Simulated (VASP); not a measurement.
MgH2:

```
CELL_PARAMETERS angstrom
3.34971 0.06669 0.00696
0.06669 3.23264 0.02505
0.01137 0.04091 5.35694
ATOMIC_POSITIONS crystal
Mg 0.47459 0.50615 0.50645
Mg 0.51281 0.50510 0.98437
H 0.03736 0.51808 0.26447
H 0.96380 0.48883 0.74009
H 0.48994 0.97081 0.24511
H 0.52150 0.01103 0.75950
```

| Quantity | Value |
| --- | --- |
| Program | VASP 6.6.1 |
| Task | relaxation of cell and atoms |
| Functional | PBE |
| Potentials or basis | VASP PAW PBE potentials, release 64 (Mg, H) |
| Cutoff | 600 eV |
| k mesh | 6 × 6 × 4 |
| Occupations | gaussian, width 0.2 eV |
| Spin | no spin polarisation |

At the start: pressure 0.5 GPa; volume 9.66 Å³/atom.

Problem. How do energy, volume and symmetry change on relaxing?

Solution. Over 51 steps the energy falls by 184.1 meV/atom and the volume is 10.85 Å³/atom (+12.3 %); space group Pm (No. 6, to 0.05 Å).

The path:
```tsv
step	energy change (eV)	largest force (eV/Å)	pressure (GPa)	volume (Å³)
1	0.0000	1.2408	0.51	57.98
3	-0.1249	0.5196	-0.42	58.37
5	-0.2036	0.1244	-0.30	57.86
7	-0.2078	0.1309	-0.05	57.49
9	-0.2099	0.0695	0.18	57.23
11	-0.2215	0.2729	0.09	57.46
13	-0.2431	0.8405	0.61	58.41
15	-0.2556	0.7079	0.30	58.11
17	-0.2560	0.7123	0.30	58.12
19	-0.2574	0.7316	0.33	58.17
21	-0.2596	0.8035	0.45	58.36
23	-0.2697	0.8186	0.43	58.42
25	-0.3150	0.8780	0.37	58.73
27	-0.4614	0.9874	0.58	59.91
29	-0.5012	1.0240	1.09	60.73
31	-0.8646	0.6931	0.83	63.57
33	-0.9313	0.4750	0.29	64.98
35	-1.0251	0.2846	-0.79	65.80
37	-1.0805	0.2524	0.32	64.13
39	-1.0928	0.1146	0.10	64.44
41	-1.0994	0.0405	0.00	64.84
43	-1.1017	0.0561	0.05	65.01
45	-1.1030	0.0370	-0.02	65.20
47	-1.1040	0.0297	-0.07	65.27
49	-1.1045	0.0312	0.04	65.13
51	-1.1049	0.0204	0.07	65.12
```

Final structure:
```
Mg H
1.0
     3.10930   -0.00512    0.20113
     0.00350    3.41805    0.01258
     0.28454   -0.03120    6.14551
Mg H
2 4
Direct
  0.60757 0.49718 0.46578
  0.49168 0.50254 0.96719
  0.94601 0.50041 0.15313
  0.02943 0.50012 0.66419
  0.45149 0.99764 0.38049
  0.47381 0.00210 0.86922
```
